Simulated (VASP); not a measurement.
Ag:

```
Ag
1.0
     0.00000    2.04310    2.04310
     2.04310    0.00000    2.04310
     2.04310    2.04310    0.00000
Ag
1
Direct
  0.00000 0.00000 0.00000
```

| Item | Value |
| --- | --- |
| Program | VASP 6.6.1 |
| Task | relaxation of cell and atoms |
| Functional | LDA |
| Potentials or basis | VASP PAW LDA potentials, release 64 (Ag) |
| Cutoff | 600 eV |
| k mesh | 13 × 13 × 13 |
| Occupations | fermi-dirac, width 0.1 eV |
| Spin | no spin polarisation |

At the start: pressure -7.3 GPa; volume 17.06 Å³/atom.

Question: Where does the relaxation end?

Answer: Over 3 steps the energy falls by 25.6 meV/atom and the volume is 16.02 Å³/atom (-6.1 %); space group Fm-3m (No. 225, to 0.1 Å) before and after.

Step by step:
| step | energy change (eV) | largest force (eV/Å) | pressure (GPa) | volume (Å³) |
| --- | --- | --- | --- | --- |
| 1 | 0.0000 | 0.0000 | -7.32 | 17.06 |
| 2 | -0.0057 | 0.0000 | 8.35 | 15.20 |
| 3 | -0.0256 | 0.0000 | -0.07 | 16.02 |

Final structure:
```yaml
crystal:
  lattice:
    - [0.00000, 2.00084, 2.00084]
    - [2.00084, 0.00000, 2.00084]
    - [2.00084, 2.00084, 0.00000]
  atoms:
    - { symbol: Ag, position: [0.00000, 0.00000, 0.00000] }
```
